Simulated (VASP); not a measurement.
Here is a VASP 6.6.1 calculation.

File INCAR:

```
SYSTEM = Sc2B2Sb
  ALGO = Fast
  EDIFF = 1E-7
  EDIFFG = -0.01
  ENCUT = 600
  GGA = PE
  IBRION = 2
  ISIF = 3
  ISMEAR = 0
  LASPH = .True.
  LCHARG = .False.
  LREAL = .False.
  LWAVE = .False.
  NELM = 80
  NSW = 100
  PREC = Accurate
  SIGMA = 0.1
```

The input KPOINTS:

```
k-points
0
Gamma
  12 12 8
  0 0 0
```

Contents of POSCAR:

```
Sc2B2Sb
1.0
    4.2603099577      0.0000000000      0.0000000000
   -2.1301549789      3.6895366514      0.0000000000
    0.0000000000      0.0000000000      5.3204225668
Sc B Sb
2 2 1
Direct
    0.6666666667      0.3333333333      0.2912992761
    0.3333333333      0.6666666667      0.7087007239
    0.6666666667      0.3333333333      0.7431456628
    0.3333333333      0.6666666667      0.2568543372
    0.0000000000      0.0000000000      0.0000000000
```

Potentials or basis: VASP PAW PBE potentials, release 64 (Sc_sv, B, Sb).

Run with:

```console
$ cat potpaw_PBE.64/Sc_sv/POTCAR potpaw_PBE.64/B/POTCAR potpaw_PBE.64/Sb/POTCAR > POTCAR
$ mpirun -np 1 vasp_std > vasp.out
```

Task: Estimate the relaxed cell.

Result: a = 4.284 Å, b = 4.284 Å, c = 5.266 Å, α = 90.00°, β = 90.00°, γ = 120.00°.

Task: What does it give for the space group after relaxing (to 0.1 Å)?

Result: P-3m1 (No. 164).

Task: What does it give for the band gap on the k mesh?

Result: Zero (an odd number of electrons rules out a gap without spin polarisation).

Task: Predict the relaxed volume.

Result: 16.74 Å³/atom.

Final structure:
```
CELL_PARAMETERS angstrom
4.28399 0.00000 0.00000
-2.14200 3.71005 0.00000
0.00000 0.00000 5.26564
ATOMIC_POSITIONS crystal
Sc 0.66667 0.33333 0.28822
Sc 0.33333 0.66667 0.71178
B 0.66667 0.33333 0.74667
B 0.33333 0.66667 0.25333
Sb 0.00000 0.00000 0.00000
```

Caveat: spin-orbit coupling is left out, which moves the levels of the heavy elements; an odd number of electrons without spin polarisation forces a metal; a magnetic or distorted state may lie lower.
